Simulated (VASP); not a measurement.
Set up this calculation in VASP 6.6.1, as the native input.

- Task: single point
- Functional: r2SCAN
- Potentials or basis: VASP PAW PBE potentials, release 64 (Ti_sv, Pt)
- Cutoff: 520 eV
- k mesh: 9 × 9 × 9
- Occupations: fermi-dirac, width 0.1 eV
- Spin: no spin polarisation
- Dipole correction: no
- Further INCAR settings: ALGO = Normal; EDIFF = 1e-06; NBANDS = 29

TiPt3:

```
Ti Pt
1.0
     3.89449    0.00000    0.00000
     0.00000    3.89449    0.00000
     0.00000    0.00000    3.89449
Ti Pt
1 3
Direct
  0.00000 0.00000 0.00000
  0.00000 0.50000 0.50000
  0.50000 0.00000 0.50000
  0.50000 0.50000 0.00000
```

These files were run (other wordings do the same):

POSCAR

```
TiPt3
1.0
    3.8944871700      0.0000000000      0.0000000000
    0.0000000000      3.8944871700      0.0000000000
    0.0000000000      0.0000000000      3.8944871700
Ti Pt
1 3
Direct
    0.0000000000      0.0000000000      0.0000000000
    0.0000000000      0.5000000000      0.5000000000
    0.5000000000      0.0000000000      0.5000000000
    0.5000000000      0.5000000000      0.0000000000
```

INCAR.step1

```
  ALGO = Normal
  EDIFF = 1E-4
  ENCUT = 520
  GGA = PE
  ISMEAR = -1
  LASPH = T
  LCHARG = F
  LREAL = F
  LWAVE = T
  NBANDS = 29
  NELM = 60
  PREC = Accurate
  SIGMA = 0.1
```

INCAR.step2

```
  ALGO = Normal
  EDIFF = 1E-6
  ENCUT = 520
  ISIF = 2
  ISMEAR = -1
  ISTART = 1
  LASPH = T
  LCHARG = T
  LELF = T
  LMIXTAU = T
  LREAL = F
  LVHAR = T
  LWAVE = F
  METAGGA = R2SCAN
  NBANDS = 29
  NELM = 60
  PREC = Accurate
  SIGMA = 0.1
```

KPOINTS

```
k-points
0
Gamma
  9 9 9
```

Potentials or basis: VASP PAW PBE potentials, release 64 (Ti_sv, Pt).

Launch:

```sh
$ cat potpaw_PBE.64/Ti_sv/POTCAR potpaw_PBE.64/Pt/POTCAR > POTCAR
$ cp INCAR.step1 INCAR
$ mpirun -np 1 vasp_std > vasp.out
$ cp INCAR.step2 INCAR
$ mpirun -np 1 vasp_std > vasp.out
```

It gave:

```json
{"Pressure": "6.4 GPa", "Band gap on the k mesh": "zero (band 21 reaches 13.31 eV, above the bottom of band 22 at 11.65 eV)"}
```

Caveat: the PAW data sets were made with another functional, which shifts forces and pressure a little; spin-orbit coupling is left out, which moves the levels of the heavy elements.

Run time: 2.9 min on 1 thread of Intel(R) Xeon(R) Platinum 8488C (Sapphire Rapids), with other jobs on the host, peak memory 0.2 GiB.
